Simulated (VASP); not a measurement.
Wanted: the native input for a VASP 6.6.1 run.

| Property | Result |
| --- | --- |
| Task | single point |
| Functional | r2SCAN |
| Potentials or basis | VASP PAW PBE potentials, release 64 (Si, O) |
| Cutoff | 520 eV |
| k mesh | 6 × 6 × 8 |
| Occupations | gaussian, width 0.02 eV |
| Spin | no spin polarisation |
| Dipole correction | no |
| Further INCAR settings | ALGO = Normal; EDIFF = 1e-06; NBANDS = 25 |

The system is SiO2.

```
Si O
1.0
     4.18541    0.00000    0.00000
     0.00000    4.18541    0.00000
     0.00000    0.00000    2.66874
Si O
2 4
Direct
  0.50000 0.50000 0.50000
  0.00000 0.00000 0.00000
  0.69389 0.69389 0.00000
  0.19389 0.80611 0.50000
  0.30611 0.30611 0.00000
  0.80611 0.19389 0.50000
```

The input as run:

POSCAR

```
SiO2
1.0
    4.1854060778      0.0000000000      0.0000000000
    0.0000000000      4.1854060778      0.0000000000
    0.0000000000      0.0000000000      2.6687449796
Si O
2 4
Direct
    0.5000000000      0.5000000000      0.5000000000
    0.0000000000      0.0000000000      0.0000000000
    0.6938852017      0.6938852017      0.0000000000
    0.1938852017      0.8061147983      0.5000000000
    0.3061147983      0.3061147983      0.0000000000
    0.8061147983      0.1938852017      0.5000000000
```

INCAR.step1

```
  PREC = Accurate
  ENCUT = 520
  ISMEAR = 0
  SIGMA = 0.02
  LREAL = False
  LASPH = True
  NELM = 80
  NBANDS = 25
  GGA = PE
  ALGO = Normal
  EDIFF = 1E-4
  LWAVE = True
  LCHARG = False
```

INCAR.step2

```
  PREC = Accurate
  ENCUT = 520
  EDIFF = 1E-6
  ISMEAR = 0
  SIGMA = 0.02
  LREAL = False
  LASPH = True
  NELM = 80
  ALGO = Normal
  ISIF = 2
  LWAVE = False
  LCHARG = False
  METAGGA = R2SCAN
  LMIXTAU = True
  NBANDS = 25
  ISTART = 1
```

KPOINTS

```
regular mesh
0
Gamma
  6 6 8
```

Potentials or basis: VASP PAW PBE potentials, release 64 (Si, O).

The run is started by

```bash
$ cat potpaw_PBE.64/Si/POTCAR potpaw_PBE.64/O/POTCAR > POTCAR
$ cp INCAR.step1 INCAR
$ mpirun -np 1 vasp_std > vasp.out
$ cp INCAR.step2 INCAR
$ mpirun -np 1 vasp_std > vasp.out
```

Results of the run:

| Property | Result |
| --- | --- |
| Pressure | 0.4 GPa |
| Largest force | 0.023 eV/Å |
| Band gap on the k mesh | 6.51 eV, direct |

Caveat: the PAW data sets were made with another functional, which shifts forces and pressure a little.

It took 120 s on 1 thread of Intel(R) Xeon(R) Platinum 8259CL CPU @ 2.50GHz (Skylake/Cascade Lake), with other jobs on the host, peak memory 0.18 GiB.
